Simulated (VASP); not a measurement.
Here is a VASP 6.6.1 calculation.

The input INCAR:

```
PREC = Accurate
ENCUT = 500
EDIFF = 1E-6
ISMEAR = 0
SIGMA = 0.1
LREAL = False
LASPH = True
NELM = 120
ALGO = Normal
ISIF = 2
LWAVE = False
LCHARG = True
GGA = PE
LELF = True
LVHAR = True
NBANDS = 12
GGA_COMPAT = False
```

KPOINTS

```
Automatic mesh
0
Gamma
  8 8 8
```

The input POSCAR:

```
Ag
1.0
    0.0000000000      2.1714112295      2.1714112295
    2.1714112295      0.0000000000      2.1714112295
    2.1714112295      2.1714112295      0.0000000000
Ag
1
Direct
    0.0000000000      0.0000000000      0.0000000000
```

Potentials or basis: VASP PAW PBE potentials, release 64 (Ag).

Command:

```bash
$ cat potpaw_PBE.64/Ag/POTCAR > POTCAR
$ mpirun -np 1 vasp_std > vasp.out
```

Task: What does it give for the pressure?

Result: -7.9 GPa.

Task: What does it give for the band gap on the k mesh?

Result: Zero (an odd number of electrons rules out a gap without spin polarisation).

Caveat: the cell stands under tension.
